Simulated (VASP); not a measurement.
Here is a VASP 6.6.1 calculation.

File INCAR:

```
ALGO = Normal
EDIFF = 1E-6
ENCUT = 520
GGA = PE
ISIF = 2
ISMEAR = 0
LASPH = T
LCHARG = F
LREAL = F
LWAVE = F
NBANDS = 36
NELM = 60
PREC = Accurate
SIGMA = 0.1
```

KPOINTS

```
k-points
0
Gamma
  4 4 4
```

File POSCAR:

```
In4P
1.0
   -3.1334394400      3.1334394400      3.1334394400
    3.1334394400     -3.1334394400      3.1334394400
    3.1334394400      3.1334394400     -3.1334394400
In P
4 1
Direct
    0.0000000000      0.0000000000      0.5000000000
    0.5000000000      0.0000000000      0.0000000000
    0.0000000000      0.5000000000      0.0000000000
    0.5000000000      0.5000000000      0.5000000000
    0.0000000000      0.0000000000      0.0000000000
```

Potentials or basis: VASP PAW PBE potentials, release 64 (In_d, P).

Command:

```sh
$ cat potpaw_PBE.64/In_d/POTCAR potpaw_PBE.64/P/POTCAR > POTCAR
$ mpirun -np 1 vasp_std > vasp.out
```

**Question.** What does it give for the pressure?

**Answer.** 6.2 GPa.
